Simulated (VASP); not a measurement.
**Sn2F: single point with PBE**

The system is Sn2F.

```xyz
3
Lattice="4.6102 0.0000 0.0000 -2.3051 3.9926 0.0000 0.0000 0.0000 3.5303" Properties=species:S:1:pos:R:3 pbc="T T T"
Sn    0.0000    2.6617    0.8322
Sn    2.3051    1.3309    2.6982
F     0.0000    0.0000    0.0000
```

The cell was generated, and may not be a known phase.

```
Program                : VASP 6.6.1
Task                   : single point
Functional             : PBE
Potentials or basis    : VASP PAW PBE potentials, release 64 (Sn_d, F)
Cutoff                 : 520 eV
k mesh                 : 6 × 6 × 4
Occupations            : gaussian, width 0.1 eV
Spin                   : no spin polarisation
Dipole correction      : no
Further INCAR settings : ALGO = Normal; EDIFF = 1e-06; NBANDS = 24
```

```
Pressure               : 0.0 GPa
Band gap on the k mesh : zero (an odd number of electrons rules out a gap without spin polarisation)
```

Stress tensor (GPa, compression positive):
```
 0.12  0.00  0.00
 0.00  0.12  0.00
 0.00  0.00 -0.35
```

Levels at points of the mesh, in eV from the Fermi level:
| k point | band 15 | band 16 | band 17 | band 18 | band 19 | band 20 |
| --- | --- | --- | --- | --- | --- | --- |
| (0.00, 0.00, 0.00) | -3.73 | -2.30 | -0.82 | -0.82 | 1.99 | 4.73 |
| (0.50, 0.00, 0.00) | -3.49 | -3.11 | -0.25 | 1.08 | 3.75 | 5.16 |
| (0.00, 0.00, 0.50) | -4.22 | -3.18 | 1.37 | 1.53 | 1.83 | 1.83 |
| (0.50, 0.00, 0.50) | -4.47 | -2.79 | -2.74 | -1.54 | 1.50 | 2.57 |

It took 64 s on 1 thread of Oxide Virtual Turin-like Processor, with other jobs on the host, peak memory 0.16 GiB.

Caveat: the k points lie up to 0.44 Å⁻¹ apart, too coarse for converged energies and pressures of a metal; spin-orbit coupling is left out, which moves the levels of the heavy elements.
